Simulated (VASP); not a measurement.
# Pd (P6_3/mmc) in VASP: further runs

Runs on Pd. Level: RPBE. Tasks: single point.

All numbers are computed with VASP 6.6.1; they aren't measurements. Logs are shortened: lines on timing, memory, paths and dates and some standing lists are left out, and cuts for length are marked.

**1. The cell of the first run**

It takes space group P6_3/mmc (No. 194, hexagonal). Conventional cell: a = 2.794 Å, b = 2.794 Å, c = 4.691 Å, α = 90.00°, β = 90.00°, γ = 120.00°. Within 3.7 Å of Pd (site symmetry -6m2) lie 12 Pd at 2.79 to 2.85 Å.

This isn't the form of Pd at room conditions, which is fcc.

**2. Single point, RPBE, collinear spin**

INCAR reads:

```
PREC     = Accurate       # precision mode
ENCUT    = 520            # plane-wave cutoff, eV
EDIFF    = 1E-6           # SCF threshold, eV
ISMEAR   = -1             # smearing method
SIGMA    = 0.05           # smearing width, eV
LREAL    = False          # projectors in reciprocal space
LASPH    = True           # aspherical terms in the spheres
NELM     = 150            # most SCF steps
ALGO     = Normal         # electronic algorithm
ISIF     = 2              # what is computed and relaxed
LWAVE    = False          # write WAVECAR
LCHARG   = False          # write CHGCAR
ISPIN    = 2              # spin polarisation
MAGMOM   = 0.5 -0.5       # initial moments
LORBIT   = 11             # projections on sites
LMAXMIX  = 4              # l up to which the mixer works
GGA      = RP             # functional
NBANDS   = 21             # bands
```

KPOINTS reads:

```
regular mesh
0
Gamma
  13 13 7
```

POSCAR reads:

```
Pd
1.0
    2.7944169827      0.0000000000      0.0000000000
   -1.3972084913      2.4200360958      0.0000000000
    0.0000000000      0.0000000000      4.6909697927
Pd
2
Direct
    0.3333333333      0.6666666667      0.2500000000
    0.6666666667      0.3333333333      0.7500000000
```

Potentials or basis: VASP PAW PBE potentials, release 64 (Pd).

On the command line:

```
$ cat potpaw_PBE.64/Pd/POTCAR > POTCAR
$ mpirun -np 1 vasp_std > vasp.out
```

OUTCAR:

```text
PREC = Accurate
   ENCUT = 520
   EDIFF = 1E-6
   ISMEAR = -1
   LREAL = False
   LASPH = True
   NELM = 150
   ISIF = 2
   ISPIN = 2
   LORBIT = 11
   GGA = RP

 ion  position               nearest neighbor table
   1  0.333  0.667  0.250-   2 2.85   2 2.85   2 2.85   2 2.85   2 2.85   2 2.85
   2  0.667  0.333  0.750-   1 2.85   1 2.85   1 2.85   1 2.85   1 2.85   1 2.85

  LATTYP: Found a hexagonal cell.
 ALAT       =     2.7944169827
 C/A-ratio  =     1.6786935600

  Lattice vectors:

 A1 = (   2.7944169827,   0.0000000000,   0.0000000000)
 A2 = (  -1.3972084913,   2.4200360958,   0.0000000000)
 A3 = (   0.0000000000,   0.0000000000,   4.6909697927)

Analysis of symmetry for initial positions (statically):
=====================================================================
 Subroutine PRICEL returns:
 Original cell was already a primitive cell.

 Routine SETGRP: Setting up the symmetry group for a
 hexagonal supercell.

 Subroutine GETGRP returns: Found 24 space group operations
 (whereof 12 operations were pure point group operations)
 out of a pool of 24 trial point group operations.

The static configuration has the point symmetry D_3d.
 The point group associated with its full space group is D_6h.

Analysis of symmetry for dynamics (positions and initial velocities):
=====================================================================
 Subroutine PRICEL returns:
 Original cell was already a primitive cell.

 Routine SETGRP: Setting up the symmetry group for a
 hexagonal supercell.

 Subroutine GETGRP returns: Found 24 space group operations
 (whereof 12 operations were pure point group operations)
 out of a pool of 24 trial point group operations.

The dynamic configuration has the point symmetry D_3d.
 The point group associated with its full space group is D_6h.

Analysis of structural, dynamic, and magnetic symmetry:
=====================================================================
 Subroutine PRICEL returns:
 Original cell was already a primitive cell.

 Routine SETGRP: Setting up the symmetry group for a
 hexagonal supercell.

 Subroutine GETGRP returns: Found 24 space group operations
 (whereof 12 operations were pure point group operations)
 out of a pool of 24 trial point group operations.

The overall configuration has the point symmetry D_3d.
 The point group associated with its full space group is D_6h.

 Subroutine INISYM returns: Found 24 space group operations
 (whereof 12 operations are pure point group operations),
 and found     1 'primitive' translations

----------------------------------------------------------------------------------------

                                     Primitive cell

  volume of cell :      31.7231

  direct lattice vectors                    reciprocal lattice vectors
     2.794416983  0.000000000  0.000000000     0.357856399  0.206608489  0.000000000
    -1.397208491  2.420036096  0.000000000     0.000000000  0.413216977  0.000000000
     0.000000000  0.000000000  4.690969793     0.000000000  0.000000000  0.213175536

  length of vectors
     2.794416983  2.794416983  4.690969793     0.413216977  0.413216977  0.213175536

  position of ions in fractional coordinates (direct lattice)
     0.333333333  0.666666667  0.250000000
     0.666666667  0.333333333  0.750000000

  ion indices of the primitive-cell ions
   primitive index   ion index
                 1           1
                 2           2

----------------------------------------------------------------------------------------

 KPOINTS: regular mesh

Automatic generation of k-mesh.
 Grid dimensions read from file:
 generate k-points for:   13   13    7

 Generating k-lattice:

  Cartesian coordinates                     Fractional coordinates (reciprocal lattice)
     0.027527415  0.015892961  0.000000000     0.076923077  0.000000000  0.000000000
     0.000000000  0.031785921  0.000000000     0.000000000  0.076923077  0.000000000
     0.000000000  0.000000000  0.030453648     0.000000000  0.000000000  0.142857143

  Length of vectors
     0.031785921  0.031785921  0.030453648

  Shift w.r.t. Gamma in fractional coordinates (k-lattice)
     0.000000000  0.000000000  0.000000000

 Subroutine IBZKPT returns following result:
 ===========================================

 Found     84 irreducible k-points:

 Following reciprocal coordinates:
            Coordinates               Weight
  0.000000  0.000000  0.000000      1.000000
  0.076923  0.000000  0.000000      6.000000
  0.153846 -0.000000  0.000000      6.000000
  0.230769  0.000000  0.000000      6.000000
  0.307692 -0.000000  0.000000      6.000000
  0.384615  0.000000  0.000000      6.000000
[... 16 lines left out ...]
  0.076923  0.000000  0.142857     12.000000
  0.153846 -0.000000  0.142857     12.000000
 [... further k-points ...]
   k-points           NKPTS =     84   k-points in BZ     NKDIM =     84   number of bands    NBANDS=     21
   number of dos      NEDOS =    301   number of ions     NIONS =      2
   total plane-waves  NPLWV =  20736
   dimension x,y,z NGX =    24 NGY =   24 NGZ =   36
   dimension x,y,z NGXF=    48 NGYF=   48 NGZF=   72
   ions per type =               2
   NGX,Y,Z   is equivalent  to a cutoff of  14.28, 14.28, 12.76 a.u.
   NGXF,Y,Z  is equivalent  to a cutoff of  28.56, 28.56, 25.52 a.u.
 SYSTEM =  unknown system
   PREC   = accura    normal or accurate (medium, high low for compatibility)
   ISTART =      0    job   : 0-new  1-cont  2-samecut
   ICHARG =      2    charge: 1-file 2-atom 10-const
   ISPIN  =      2    spin polarized calculation?
   LNONCOLLINEAR =      F non collinear calculations
   LSORBIT =      F    spin-orbit coupling
   LASPH  =      T    aspherical Exc in radial PAW
   ENCUT  =  520.0 eV  38.22 Ry    6.18 a.u.   5.20  5.20  8.72*2*pi/ulx,y,z
   NELM   =    150;   NELMIN=  2; NELMDL= -5     # of ELM steps
   EDIFF  = 0.1E-05   stopping-criterion for ELM
   LREAL  =      F    real-space projection
   EDIFFG = 0.1E-04   stopping-criterion for IOM
   NSW    =      0    number of steps for IOM
   IBRION =     -1    ionic relax: 0-MD 1-quasi-New 2-CG
   NFREE  =      0    steps in history (QN), initial steepest desc. (CG)
   ISIF   =      2    stress and relaxation
   ISYM   =      2    0-nonsym 1-usesym 2-fastsym
   POTIM  = 0.5000    time-step for ionic-motion
   TEBEG  =    0.0;   TEEND  =   0.0 temperature during run
   PSTRESS=    0.0 pullay stress
   NELECT =      20.0000    total number of electrons
   NUPDOWN=      -1.0000    fix difference up-down
   EMIN   =  10.00;   EMAX   =-10.00  energy-range for DOS
   EFERMI =   0.00;   METHOD = LEGACY
   ISMEAR =    -1;   SIGMA  =   0.05  broadening in eV -4-tet -1-fermi 0-gaus
   EFERMI_NEDOS =   21; number of points for ismear=-14 and -15
   IALGO  =     38    algorithm
   IMIX   =      4    mixing-type and parameters
     AMIX     =   0.40;   BMIX     =  1.00
     AMIX_MAG =   1.60;   BMIX_MAG =  1.00
  volume/ion in A,a.u.               =      15.86       107.04
  Fermi-wavevector in a.u.,A,eV,Ry     =   1.403760  2.652722 26.810862  1.970543
  Thomas-Fermi vector in A             =   2.526390
   LORBIT       =     11    0 simple, 1 ext, 2 COOP (PROOUT), +10 PAW based schemes
   GGA     = RP    functional components
   LHFCALC =     F    Hartree Fock is set to
   AEXX    =    0.0000 exact exchange contribution
   IVDW    =     0    specifies the selected vdW correction
   LEPSILON=     F    determine dielectric tensor
   LRPA    =     F    only Hartree local field effects (RPA)
 spin polarized calculation
  energy-cutoff  :      520.00
  volume of cell :       31.72
 maximum number of plane-waves:       869
 NGX is ok and might be reduce to    24
   NGX = 11   NGY = 11   NGZ = 17

 number of electron      20.0000009 magnetization       0.0000000

 number of electron      20.0000009 magnetization      -0.0000000

 Free energy of the ion-electron system (eV)
  ---------------------------------------------------
  ext. energy  EPLUGINS =         0.00000000
  ---------------------------------------------------
  free energy    TOTEN  =        -9.21656964 eV

  energy without entropy =       -9.17378744  energy(sigma->0) =       -9.19517854

 E-fermi :   8.7323     XC(G=0): -12.6188

 val. band max:        8.7301894215   @ k =   0.4615   0.0769   0.0000
 cond. band min:       8.7328810112   @ k =   0.0769   0.0769   0.4286
 fundamental gap:      0.0026915897
 Fermi energy:         8.7322825079

 spin component 1

 k-point     1 :       0.0000    0.0000    0.0000
  band No.  band energies     occupation
      1       2.1695      1.00000
      2       3.9673      1.00000
      3       6.0710      1.00000
      4       6.2845      1.00000
      5       6.2845      1.00000
      6       6.5870      1.00000
[... 13 lines left out ...]
     20      32.7234      0.00000
     21      32.9259      0.00000

 k-point     2 :       0.0769    0.0000    0.0000
  band No.  band energies     occupation
      1       2.3528      1.00000
      2       4.0968      1.00000
      3       5.9834      1.00000
      4       6.3541      1.00000
      5       6.4026      1.00000
      6       6.5320      1.00000
[... 13 lines left out ...]
     20      32.8610      0.00000
     21      34.1164      0.00000
[... 487 lines left out ...]
      5       6.3625      1.00000
      6       6.4618      1.00000
[... 13 lines left out ...]
     20      32.4938      0.00000
     21      33.3024      0.00000

 k-point    24 :       0.1538   -0.0000    0.1429
  band No.  band energies     occupation
      1       3.0195      1.00000
      2       4.4585      1.00000
      3       5.8183      1.00000
      4       6.2078      1.00000
      5       6.3013      1.00000
      6       6.6561      1.00000
[... 13 lines left out ...]
     20      32.0719      0.00000
     21      32.5990      0.00000

 [... further k-points ...]

 spin component 2

 k-point     1 :       0.0000    0.0000    0.0000
  band No.  band energies     occupation
      1       2.1695      1.00000
      2       3.9673      1.00000
      3       6.0710      1.00000
      4       6.2845      1.00000
      5       6.2845      1.00000
      6       6.5870      1.00000
[... 13 lines left out ...]
     20      32.7234      0.00000
     21      32.9259      0.00000

 k-point     2 :       0.0769    0.0000    0.0000
  band No.  band energies     occupation
      1       2.3528      1.00000
      2       4.0968      1.00000
      3       5.9834      1.00000
      4       6.3541      1.00000
      5       6.4026      1.00000
      6       6.5320      1.00000
[... 13 lines left out ...]
     20      32.8610      0.00000
     21      34.1162      0.00000
[... 487 lines left out ...]
      5       6.3625      1.00000
      6       6.4618      1.00000
[... 13 lines left out ...]
     20      32.4938      0.00000
     21      33.3024      0.00000

 k-point    24 :       0.1538   -0.0000    0.1429
  band No.  band energies     occupation
      1       3.0195      1.00000
      2       4.4585      1.00000
      3       5.8183      1.00000
      4       6.2078      1.00000
      5       6.3013      1.00000
      6       6.6561      1.00000
[... 13 lines left out ...]
     20      32.0719      0.00000
     21      32.5990      0.00000

 [... further k-points ...]

------------------------ aborting loop because EDIFF is reached ----------------------------------------

  FORCE on cell =-STRESS in cart. coord.  units (eV):
  Direction    XX          YY          ZZ          XY          YZ          ZX
  --------------------------------------------------------------------------------------
  -------------------------------------------------------------------------------------
  Total       -0.0446747     -0.0446747     -0.0581772     -0.0000000      0.0000000      0.0000000
  in kB       -2.2563007     -2.2563007     -2.9382439     -0.0000000      0.0000000      0.0000000
  external PRESSURE =      -2.4836151 kB  Pullay stress =       0.0000000 kB

 VOLUME and BASIS-vectors are now :
 -----------------------------------------------------------------------------
  energy-cutoff  :      520.00
  volume of cell :       31.72
      direct lattice vectors                 reciprocal lattice vectors
     2.794416983  0.000000000  0.000000000     0.357856399  0.206608489  0.000000000
    -1.397208491  2.420036096  0.000000000     0.000000000  0.413216977  0.000000000
     0.000000000  0.000000000  4.690969793     0.000000000  0.000000000  0.213175536

 POSITION                                       TOTAL-FORCE (eV/Angst)
 -----------------------------------------------------------------------------------
     -0.00000      1.61336      1.17274        -0.000000      0.000000      0.000000
      1.39721      0.80668      3.51823         0.000000     -0.000000      0.000000
 -----------------------------------------------------------------------------------
    total drift:                               -0.000000      0.000000     -0.000000

  FREE ENERGIE OF THE ION-ELECTRON SYSTEM (eV)
  ---------------------------------------------------
  free  energy   TOTEN  =        -9.2165696432 eV

  energy  without entropy=       -9.1737874366  energy(sigma->0) =       -9.19517854

 total charge

# of ion       s       p       d       tot
------------------------------------------
    1        0.454   0.401   8.457   9.312
    2        0.454   0.401   8.457   9.312
--------------------------------------------------
tot          0.909   0.801  16.915  18.625

 magnetization (x)

# of ion       s       p       d       tot
------------------------------------------
    1       -0.000   0.000   0.000   0.000
    2        0.000  -0.000  -0.000  -0.000
--------------------------------------------------
tot          0.000   0.000   0.000   0.000
```

It took 2.3 min on 1 thread of Intel Xeon 8259CL, shared host; peak memory 0.22 GiB.

What came out:

| Item | Value |
| --- | --- |
| Free energy | -9.2166 eV |
| Pressure | -0.2 GPa |
| Band gap on the k mesh | zero (filled and empty bands overlap) |
| Net moment | 0.00 μB per cell |
| Valence electrons inside the program's atomic spheres | Pd 9.31 |

Caveat: the PAW data sets were made with another functional, which shifts forces and pressure a little.

**3. Single point, RPBE, collinear spin (13.96 Å³/atom)**

This run uses another cell than the first one, of 13.96 Å³/atom.

INCAR reads:

```
SYSTEM = Pd
  ALGO = Normal
  EDIFF = 1E-7
  ENCUT = 520
  GGA = RP
  ISIF = 2
  ISMEAR = -1
  ISPIN = 2
  LASPH = .True.
  LCHARG = .True.
  LELF = .True.
  LMAXMIX = 4
  LORBIT = 11
  LREAL = .False.
  LVHAR = .True.
  LWAVE = .False.
  MAGMOM = -0.359 -0.359
  NBANDS = 21
  NELM = 150
  PREC = Accurate
  SIGMA = 0.05
```

KPOINTS reads:

```
k-points
0
Gamma
  15 15 8
  0 0 0
```

POSCAR reads:

```
Pd
1.0
    2.6778450040      0.0000000000      0.0000000000
   -1.3389225020      2.3190818008      0.0000000000
    0.0000000000      0.0000000000      4.4952811627
Pd
2
Direct
    0.3333333333      0.6666666667      0.2500000000
    0.6666666667      0.3333333333      0.7500000000
```

Potentials or basis: VASP PAW PBE potentials, release 64 (Pd).

On the command line:

```
$ cat potpaw_PBE.64/Pd/POTCAR > POTCAR
$ mpirun -np 1 vasp_std > vasp.out
```

Wall time 5.3 min (1 thread of Intel Xeon 8259CL, shared host); peak memory 0.23 GiB.

The run converged. Its results:

```
Free energy                                           : -8.9527 eV
Pressure                                              : 26.0 GPa
Net moment                                            : -0.31 μB per cell
Site moments                                          : Pd -0.15 μB
Valence electrons inside the program's atomic spheres : Pd 9.58
```

Stress tensor (GPa, compression positive):
```
26.53  0.00  0.00
 0.00 26.53  0.00
 0.00  0.00 25.04
```

Levels at points of the mesh, in eV from the Fermi level:
Spin up:
| k point | band 7 | band 8 | band 9 | band 10 | band 11 | band 12 | band 13 | band 14 |
| --- | --- | --- | --- | --- | --- | --- | --- | --- |
| (0.00, 0.00, 0.00) | -2.57 | -1.74 | -1.74 | -0.21 | -0.21 | 0.67 | 7.42 | 17.24 |
| (0.00, 0.00, 0.50) | -2.98 | -2.98 | -0.71 | -0.71 | -0.71 | -0.71 | 14.42 | 14.42 |
Spin down:
```
           k point  band 8  band 9  band 10  band 11  band 12  band 13
(0.00, 0.00, 0.00)   -1.85   -1.85    -0.32    -0.32     0.67     7.34
(0.00, 0.00, 0.50)   -3.10   -0.83    -0.83    -0.83    -0.83    14.39
```

Caveat: the cell stands under pressure; a moment this small can come from the mesh or the smearing; the PAW data sets were made with another functional, which shifts forces and pressure a little.

**4. Single point, RPBE, collinear spin (14.59 Å³/atom)**

This run uses another cell than the first one, of 14.59 Å³/atom.

INCAR reads:

```
SYSTEM = Pd
  ALGO = Normal
  EDIFF = 1E-7
  ENCUT = 520
  GGA = RP
  ISIF = 2
  ISMEAR = -1
  ISPIN = 2
  LASPH = .TRUE.
  LCHARG = .TRUE.
  LELF = .TRUE.
  LMAXMIX = 4
  LORBIT = 11
  LREAL = .FALSE.
  LVHAR = .TRUE.
  LWAVE = .FALSE.
  MAGMOM = -0.359 -0.359
  NBANDS = 21
  NELM = 150
  PREC = Accurate
  SIGMA = 0.05
```

KPOINTS reads:

```
k-points
0
G
  15 15 8
  0 0 0
```

POSCAR reads:

```
Pd
1.0
    2.7178187332      0.0000000000      0.0000000000
   -1.3589093666      2.3537000658      0.0000000000
    0.0000000000      0.0000000000      4.5623848045
Pd
2
Direct
    0.3333333333      0.6666666667      0.2500000000
    0.6666666667      0.3333333333      0.7500000000
```

On the command line:

```
$ cat potpaw_PBE.64/Pd/POTCAR > POTCAR
$ mpirun -np 1 vasp_std > vasp.out
```

Run time: 4.3 min. Hardware: 1 thread of Intel Xeon 8259CL, shared host; peak memory 0.23 GiB.

Results (log left out):

| Item | Value |
| --- | --- |
| Free energy | -9.1142 eV |
| Pressure | 15.0 GPa |
| Net moment | -0.54 μB per cell |
| Site moments | Pd -0.27 μB |
| Valence electrons inside the program's atomic spheres | Pd 9.48 |

Stress tensor (GPa, compression positive):
```
15.58  0.00  0.00
 0.00 15.58  0.00
 0.00  0.00 13.91
```

Levels at points of the mesh, in eV from the Fermi level:
Spin up:
```csv
k point,band 6,band 7,band 8,band 9,band 10,band 11,band 12,band 13,band 14,band 15
"(0.00, 0.00, 0.00)",-2.34,-2.34,-1.59,-1.59,-0.16,-0.16,0.76,7.09,17.19,18.65
"(0.00, 0.00, 0.50)",-2.73,-2.73,-2.73,-0.63,-0.63,-0.63,-0.63,14.06,14.06,17.76
```
Spin down:
| k point | band 8 | band 9 | band 10 | band 11 | band 12 | band 13 |
| --- | --- | --- | --- | --- | --- | --- |
| (0.00, 0.00, 0.00) | -1.77 | -1.77 | -0.36 | -0.36 | 0.78 | 6.95 |
| (0.00, 0.00, 0.50) | -2.93 | -0.82 | -0.82 | -0.82 | -0.82 | 14.02 |

Caveat: the cell stands under pressure; the PAW data sets were made with another functional, which shifts forces and pressure a little.

(Continued in part 2 of 2.)
